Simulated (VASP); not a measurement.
Write the native input for VASP 6.6.1 that does the following.

- Task: single point
- Functional: LDA
- Potentials or basis: VASP PAW LDA potentials, release 64 (Al, N)
- Cutoff: 520 eV
- k mesh: 9 × 9 × 6
- Occupations: gaussian, width 0.05 eV
- Spin: no spin polarisation
- Dipole correction: no
- Further INCAR settings: ALGO = Normal; EDIFF = 1e-06; NBANDS = 16

The structure of AlN lies in POSCAR:

```
AlN
1.0
    3.0887424016      0.0000000000      0.0000000000
   -1.5443712008      2.6749293856      0.0000000000
    0.0000000000      0.0000000000      4.9437688231
Al N
2 2
Direct
    0.3239190483      0.6923869718      0.0015212672
    0.6760809517      0.3076130282      0.5015212672
    0.3417340035      0.6437156091      0.3834787328
    0.6582659965      0.3562843909      0.8834787328
```

This cell differs from its parent crystal: mode 4 frozen in at -0.069 Å and mode 5 at +0.069 Å (largest displacements).

These files were run (other wordings do the same):

INCAR

```
SYSTEM = AlN
  ALGO = Normal
  EDIFF = 1E-6
  ENCUT = 520
  GGA = CA
  ISIF = 2
  ISMEAR = 0
  LASPH = .TRUE.
  LCHARG = .FALSE.
  LREAL = .FALSE.
  LWAVE = .FALSE.
  NBANDS = 16
  NELM = 60
  PREC = Accurate
  SIGMA = 0.05
```

KPOINTS

```
k-points
0
G
  9 9 6
  0 0 0
```

Potentials or basis: VASP PAW LDA potentials, release 64 (Al, N).

Run with:

```sh
$ cat potpaw_LDA.64/Al/POTCAR potpaw_LDA.64/N/POTCAR > POTCAR
$ mpirun -np 1 vasp_std > vasp.out
```

Results of the run:

```yaml
Pressure: 0.3 GPa
Largest_force: 0.528 eV/Å
Band_gap_on_the_k_mesh: 4.31 eV, direct
```

Caveat: the cell differs from its parent crystal (mode 4 frozen in at -0.069 Å and mode 5 at +0.069 Å (largest displacements)).

Run time: 47 s on 1 thread of Intel Xeon 6975P-C (shared host), peak memory 0.2 GiB.
